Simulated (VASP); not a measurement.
# HfO2 (Fm-3m) in VASP: settings compared, part 2 of 2

VASP 6.6.1. The steps go on from the part before.

## Step 4: Single point, PBEsol+U

INCAR

```
SYSTEM = HfO2
PREC = Accurate
ENCUT = 520
EDIFF = 1E-7
ISMEAR = -1
SIGMA = 0.05
LREAL = .FALSE.
LASPH = .TRUE.
NELM = 150
ALGO = Normal
ISIF = 2
LWAVE = .FALSE.
LCHARG = .TRUE.
LMAXMIX = 4
LDAU = .TRUE.
LDAUTYPE = 2
LDAUL = 2 -1
LDAUU = 3.5 0
LDAUJ = 0 0
LDAUPRINT = 1
GGA = PS
LELF = .TRUE.
LVHAR = .TRUE.
NBANDS = 18
```

KPOINTS

```
Automatic mesh
0
G
  9 9 9
  0 0 0
```

POSCAR

```
HfO2
1.0
    0.0000000000      2.5575000000      2.5575000000
    2.5575000000      0.0000000000      2.5575000000
    2.5575000000      2.5575000000      0.0000000000
Hf O
1 2
Direct
    0.0000000000      0.0000000000      0.0000000000
    0.7500000000      0.7500000000      0.7500000000
    0.2500000000      0.2500000000      0.2500000000
```

Potentials or basis: VASP PAW PBE potentials, release 64 (Hf_pv, O).

The run is started by

```bash
cat potpaw_PBE.64/Hf_pv/POTCAR potpaw_PBE.64/O/POTCAR > POTCAR
mpirun -np 1 vasp_std > vasp.out
```

OUTCAR:

```text
SYSTEM = HfO2
   PREC = Accurate
   ENCUT = 520
   EDIFF = 1E-7
   ISMEAR = -1
   LREAL = .FALSE.
   LASPH = .TRUE.
   NELM = 150
   ISIF = 2
   GGA = PS

 ion  position               nearest neighbor table
   1  0.000  0.000  0.000-   2 2.21   2 2.21   2 2.21   2 2.21   3 2.21   3 2.21   3 2.21   3 2.21

   2  0.750  0.750  0.750-   1 2.21   1 2.21   1 2.21   1 2.21
   3  0.250  0.250  0.250-   1 2.21   1 2.21   1 2.21   1 2.21

  LATTYP: Found a face centered cubic cell.
 ALAT       =     5.1150000000

  Lattice vectors:

 A1 = (   0.0000000000,   2.5575000000,   2.5575000000)
 A2 = (   2.5575000000,   0.0000000000,   2.5575000000)
 A3 = (   2.5575000000,   2.5575000000,   0.0000000000)

Analysis of symmetry for initial positions (statically):
=====================================================================
 Subroutine PRICEL returns:
 Original cell was already a primitive cell.

 Routine SETGRP: Setting up the symmetry group for a
 face centered cubic supercell.

 Subroutine GETGRP returns: Found 48 space group operations
[... 9 lines left out ...]

 Routine SETGRP: Setting up the symmetry group for a
[... 186 lines left out ...]
  ext. energy  EPLUGINS =         0.00000000
  ---------------------------------------------------
  free energy    TOTEN  =       -29.62550860 eV

  energy without entropy =      -29.62550860  energy(sigma->0) =      -29.62550860

 E-fermi :   5.1924     XC(G=0): -11.9647

 val. band max:        4.0999071503   @ k =  -0.4444   0.4444   0.0000
 cond. band min:       8.2383472700   @ k =   0.4444   0.4444   0.0000
 fundamental gap:      4.1384401197
 Fermi energy:         5.1924290528

 k-point     1 :       0.0000    0.0000    0.0000
  band No.  band energies     occupation
      1     -26.1855      2.00000
      2     -26.1855      2.00000
      3     -26.1855      2.00000
      4     -14.4237      2.00000
      5     -11.4048      2.00000
      6      -0.9151      2.00000
[... 481 lines left out ...]
      5     -12.4292      2.00000
      6      -2.1000      2.00000
[... 10 lines left out ...]
     17      15.5964      0.00000
     18      16.7881      0.00000

 [... further k-points ...]
[... 5 lines left out ...]
  --------------------------------------------------------------------------------------
  -------------------------------------------------------------------------------------
  Total       -0.8723633     -0.8723633     -0.8723633      0.0000000      0.0000000     -0.0000000
  in kB      -41.7764045    -41.7764045    -41.7764045      0.0000000      0.0000000     -0.0000000
  external PRESSURE =     -41.7764045 kB  Pullay stress =       0.0000000 kB

 VOLUME and BASIS-vectors are now :
 -----------------------------------------------------------------------------
  energy-cutoff  :      520.00
  volume of cell :       33.46
      direct lattice vectors                 reciprocal lattice vectors
     0.000000000  2.557500000  2.557500000    -0.195503421  0.195503421  0.195503421
     2.557500000  0.000000000  2.557500000     0.195503421 -0.195503421  0.195503421
     2.557500000  2.557500000  0.000000000     0.195503421  0.195503421 -0.195503421

 POSITION                                       TOTAL-FORCE (eV/Angst)
 -----------------------------------------------------------------------------------
      0.00000      0.00000      0.00000         0.000000     -0.000000     -0.000000
      3.83625      3.83625      3.83625         0.000000      0.000000      0.000000
      1.27875      1.27875      1.27875        -0.000000     -0.000000     -0.000000
 -----------------------------------------------------------------------------------
    total drift:                                0.000000      0.000000      0.000000

  FREE ENERGIE OF THE ION-ELECTRON SYSTEM (eV)
  ---------------------------------------------------
  free  energy   TOTEN  =       -29.6255086012 eV

  energy  without entropy=      -29.6255086012  energy(sigma->0) =      -29.62550860
```

OSZICAR:

```text
N       E                     dE             d eps       ncg     rms          rms(c)
DAV:   1     0.948706758160E+02    0.94871E+02   -0.12548E+04  1260   0.120E+03
DAV:   2    -0.311940792441E+02   -0.12606E+03   -0.12234E+03  1558   0.287E+02
DAV:   3    -0.354250253651E+02   -0.42309E+01   -0.42144E+01  1506   0.469E+01
DAV:   4    -0.354499764319E+02   -0.24951E-01   -0.24944E-01  1532   0.398E+00
DAV:   5    -0.354501449150E+02   -0.16848E-03   -0.16848E-03  1470   0.304E-01    0.467E+01
DAV:   6    -0.298400981150E+02    0.56100E+01   -0.19110E+01  1288   0.312E+01    0.417E+01
DAV:   7    -0.296891647359E+02    0.15093E+00   -0.67769E-01  1508   0.672E+00    0.299E+01
DAV:   8    -0.296570409122E+02    0.32124E-01   -0.42860E-01  1428   0.572E+00    0.101E+01
DAV:   9    -0.296255802057E+02    0.31461E-01   -0.97559E-02  1398   0.259E+00    0.300E+00
DAV:  10    -0.296254903243E+02    0.89881E-04   -0.41002E-03  1520   0.485E-01    0.152E-01
DAV:  11    -0.296255093738E+02   -0.19049E-04   -0.17460E-04  1472   0.113E-01    0.229E-01
DAV:  12    -0.296255080595E+02    0.13142E-05   -0.24653E-05  1460   0.349E-02    0.160E-02
DAV:  13    -0.296255084757E+02   -0.41611E-06   -0.78299E-07  1534   0.729E-03    0.101E-02
DAV:  14    -0.296255086248E+02   -0.14915E-06   -0.63135E-08  1152   0.190E-03    0.328E-03
DAV:  15    -0.296255086012E+02    0.23608E-07   -0.96824E-09   794   0.743E-04
   1 F= -.29625509E+02 E0= -.29625509E+02  d E =-.136624E-10
```

stdout:

```text
POSCAR found type information on POSCAR HfO
 POSCAR found :  2 types and       3 ions
 scaLAPACK will be used
 -----------------------------------------------------------------------------
|                                                                             |
|                                                                             |
|     You enforced a specific xc type in the INCAR file but a different       |
|     I HOPE YOU KNOW WHAT YOU ARE DOING!                                     |
|                                                                             |
 -----------------------------------------------------------------------------

 LDA part: xc-table for (Slater+PW92), standard interpolation
 POSCAR, INCAR and KPOINTS ok, starting setup
 FFT: planning ... GRIDC
 FFT: planning ... GRID_SOFT
 FFT: planning ... GRID
 WAVECAR not read
 entering main loop
```

Wall time 13 s (1 thread of Intel Xeon 6975P-C (Granite Rapids), shared host); peak memory 0.16 GiB.

What came out:

```
Free energy            : -29.6255 eV
Pressure               : -4.2 GPa
Band gap on the k mesh : 4.14 eV, indirect (least direct gap 4.26 eV)
```

Eigenvalues of the final occupation matrices:
| site | spin | trace | eigenvalues |
| --- | --- | --- | --- |
| site 1 d | 1 | 0.62 | 0.05 0.05 0.17 0.17 0.17 |
| site 1 d | 2 | 0.62 | 0.05 0.05 0.17 0.17 0.17 |

Caveat: the PAW data sets were made with another functional, which shifts forces and pressure a little; spin-orbit coupling is left out, which moves the levels of the heavy elements. A k mesh can miss the band edges.

## Step 5: Single point, LDA, non-collinear spin, zero start, spin-orbit coupling

This run uses another cell than the first one, of 10.48 Å³/atom, 0.940 times its volume.

INCAR

```
PREC = Accurate
ENCUT = 520
EDIFF = 1E-6
ISMEAR = -1
SIGMA = 0.05
LREAL = False
LASPH = True
NELM = 150
ALGO = Normal
ISIF = 2
LWAVE = False
LCHARG = False
MAGMOM = 0 0 0 0 0 0 0 0 0
LORBIT = 11
LSORBIT = True
GGA_COMPAT = False
LORBMOM = True
LMAXMIX = 4
NBANDS = 35
```

KPOINTS

```
Automatic mesh
0
Gamma
  9 9 9
```

POSCAR

```
HfO2
1.0
    0.0000000000      2.5052914730      2.5052914730
    2.5052914730      0.0000000000      2.5052914730
    2.5052914730      2.5052914730      0.0000000000
Hf O
1 2
Direct
    0.0000000000      0.0000000000      0.0000000000
    0.7500000000      0.7500000000      0.7500000000
    0.2500000000      0.2500000000      0.2500000000
```

Potentials or basis: VASP PAW LDA potentials, release 64 (Hf_pv, O).

The run is started by

```bash
cat potpaw_LDA.64/Hf_pv/POTCAR potpaw_LDA.64/O/POTCAR > POTCAR
mpirun -np 1 vasp_ncl > vasp.out
```

Wall time 60 s (1 thread of Intel Xeon 6975P-C (Granite Rapids), shared host); peak memory 0.23 GiB.

The run converged. Its results:

| Quantity | Value |
| --- | --- |
| Free energy | -33.7082 eV |
| Pressure | -4.6 GPa |
| Net moment | 0.00 μB per cell |
| Valence electrons inside the program's atomic spheres | Hf 8.45; O 5.10 |

Moments on the atoms (μB; x, y, z):
```
Hf  0.00 0.00 0.00
O   0.00 0.00 0.00
O   0.00 0.00 0.00
```

## Step 6: Single point, LDA, non-collinear spin, zero start, spin-orbit coupling

This run uses another cell than the first one, of 10.71 Å³/atom, 0.960 times its volume.

INCAR

```
SYSTEM = HfO2
ALGO = Normal
EDIFF = 1E-6
ENCUT = 520
GGA_COMPAT = .FALSE.
ISIF = 2
ISMEAR = -1
LASPH = .TRUE.
LCHARG = .TRUE.
LMAXMIX = 4
LNONCOLLINEAR = .TRUE.
LORBIT = 11
LORBMOM = .TRUE.
LREAL = .FALSE.
LSORBIT = .TRUE.
LVHAR = .TRUE.
LWAVE = .FALSE.
MAGMOM = 0 0 0 0 0 0 0 0 0
NBANDS = 35
NELM = 150
PREC = Accurate
SIGMA = 0.05
```

KPOINTS

```
k-points
0
G
  9 9 9
  0 0 0
```

POSCAR

```
HfO2
1.0
    0.0000000000      2.5229349520      2.5229349520
    2.5229349520      0.0000000000      2.5229349520
    2.5229349520      2.5229349520      0.0000000000
Hf O
1 2
Direct
    0.0000000000      0.0000000000      0.0000000000
    0.7500000000      0.7500000000      0.7500000000
    0.2500000000      0.2500000000      0.2500000000
```

Potentials or basis: VASP PAW LDA potentials, release 64 (Hf_pv, O).

The run is started by

```bash
cat potpaw_LDA.64/Hf_pv/POTCAR potpaw_LDA.64/O/POTCAR > POTCAR
mpirun -np 1 vasp_ncl > vasp.out
```

Wall time 48 s (1 thread of Intel Xeon 6975P-C (Granite Rapids), shared host); peak memory 0.23 GiB.

The run converged. Its results:

| Property | Result |
| --- | --- |
| Free energy | -33.6784 eV |
| Pressure | -10.0 GPa |
| Net moment | 0.00 μB per cell |
| Valence electrons inside the program's atomic spheres | Hf 8.38; O 5.09 |

Moments on the atoms (μB; x, y, z):
```
Hf  0.00 0.00 0.00
O   0.00 0.00 0.00
O   0.00 0.00 0.00
```

## Step 7: Overview

| level | potentials or basis | spin | U | cell | gap on the mesh (eV) | pressure (GPa) | moment (μB) |
| --- | --- | --- | --- | --- | --- | --- | --- |
| BLYP | VASP PAW PBE potentials, release 64 (Hf_pv, O) | off | - | a = 3.617 Å, angles 60.0°, 3 atoms | 3.89 | 1.1 | - |
| SVWN5 | VASP PAW PBE potentials, release 64 (Hf_pv, O) | off | - | a = 3.617 Å, angles 60.0°, 3 atoms | 3.63 | -19.8 | - |
| PBEsol+U | VASP PAW PBE potentials, release 64 (Hf_pv, O) | off | Hf d U = 3.5 eV | a = 3.617 Å, angles 60.0°, 3 atoms | 4.14 | -4.2 | - |
| LDA | VASP PAW LDA potentials, release 64 (Hf_pv, O) | non-collinear, zero start, SOC | - | a = 3.543 Å, angles 60.0°, 3 atoms | - | -4.6 | 0.00 |
| LDA | VASP PAW LDA potentials, release 64 (Hf_pv, O) | non-collinear, zero start, SOC | - | a = 3.568 Å, angles 60.0°, 3 atoms | - | -10.0 | 0.00 |

Alike in all rows: task single point; k mesh 9 × 9 × 9; cutoff (eV) 520; smearing fermi-dirac 0.05 eV.

Caveats: the PAW data sets were made with another functional, which shifts forces and pressure a little (some runs); spin-orbit coupling is left out, which moves the levels of the heavy elements (some runs).

Absolute energies hang on the potentials; compare differences alone.
